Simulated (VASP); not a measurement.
Input of a VASP 6.6.1 run:

The input INCAR:

```
SYSTEM = CsH
ALGO = Normal ; EDIFF = 1E-6
EDIFFG = -0.01 ; ENCUT = 600
GGA = PS ; IBRION = 2
ISIF = 3 ; ISMEAR = -1
LASPH = .True. ; LCHARG = .False.
LREAL = .False. ; LWAVE = .False.
NELM = 100 ; NSW = 100
PREC = Accurate ; SIGMA = 0.03
```

KPOINTS

```
k-points
0
Gamma
  6 6 6
  0 0 0
```

Contents of POSCAR:

```
CsH
1.0
    0.0000000000      3.0288949822      3.0288949822
    3.0288949822      0.0000000000      3.0288949822
    3.0288949822      3.0288949822      0.0000000000
Cs H
1 1
Direct
    0.0000000000      0.0000000000      0.0000000000
    0.2500000000      0.2500000000      0.2500000000
```

Potentials or basis: VASP PAW PBE potentials, release 64 (Cs_sv, H).

Run with:

```sh
$ cat potpaw_PBE.64/Cs_sv/POTCAR potpaw_PBE.64/H/POTCAR > POTCAR
$ mpirun -np 1 vasp_std > vasp.out
```

Task: Predict the space group after relaxing (to 0.1 Å).

Result: F-43m (No. 216).

Task: Estimate the band gap on the k mesh.

Result: 2.73 eV (least direct gap 2.77 eV).

Task: Estimate the relaxed cell.

Result: a = 4.840 Å, b = 4.840 Å, c = 4.840 Å, α = 60.00°, β = 60.00°, γ = 60.00°.

Task: What does it give for the relaxed volume?

Result: 40.08 Å³/atom.

Final structure:
```cif
data_structure
_symmetry_space_group_name_H-M 'P 1'
_symmetry_Int_Tables_number 1
_cell_length_a 4.8397
_cell_length_b 4.8397
_cell_length_c 4.8397
_cell_angle_alpha 60.000
_cell_angle_beta 60.000
_cell_angle_gamma 60.000
_cell_volume 80.16
loop_
_atom_site_label
_atom_site_type_symbol
_atom_site_fract_x
_atom_site_fract_y
_atom_site_fract_z
_atom_site_occupancy
Cs1 Cs 0.00000 0.00000 0.00000 1
H1 H 0.25000 0.25000 0.25000 1
```

Caveat: the volume moved by over 15 % at a fixed basis, so the end points are rough; the PAW data sets were made with another functional, which shifts forces and pressure a little; spin-orbit coupling is left out, which moves the levels of the heavy elements. A k mesh can miss the band edges.
